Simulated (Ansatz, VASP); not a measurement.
Two plane-wave programs on La3F

```
La F
1.0
     6.08471    0.00000    0.00000
     0.00000    6.08471    0.00000
     0.00000    0.00000    6.08471
La F
6 2
Direct
  0.00000 0.25000 0.50000
  0.00000 0.75000 0.50000
  0.25000 0.50000 0.00000
  0.75000 0.50000 0.00000
  0.50000 0.00000 0.25000
  0.50000 0.00000 0.75000
  0.50000 0.50000 0.50000
  0.00000 0.00000 0.00000
```

Change from the starting cell: species swapped into the Ti3Pt type (Pm-3n, No. 223).

Alike in both runs: task single point; functional PBE; k mesh 4 × 4 × 4; occupations gaussian, width 0.1 eV; no spin polarisation.

|  | VASP | Ansatz |
| --- | --- | --- |
| version | VASP 6.6.1 | Ansatz 0.2.0 |
| potentials or method | VASP PAW PBE potentials, release 64 (La, F), cutoff 520 eV | scalar-relativistic, plane waves, PAW |
| valence electrons in the cell | 80 | 80 |

|  | VASP | Ansatz | Ansatz less VASP |
| --- | --- | --- | --- |
| gap on the k mesh at the Fermi level (eV) | none | none | - |
| pressure (GPa) | 1.9 | 1.9 | +0.04 |

A gap of «none» marks a metal or a gap that the smearing closes. With one functional, cell and mesh, what is left measures potentials, basis and numerics.

Spin-orbit coupling is off throughout.
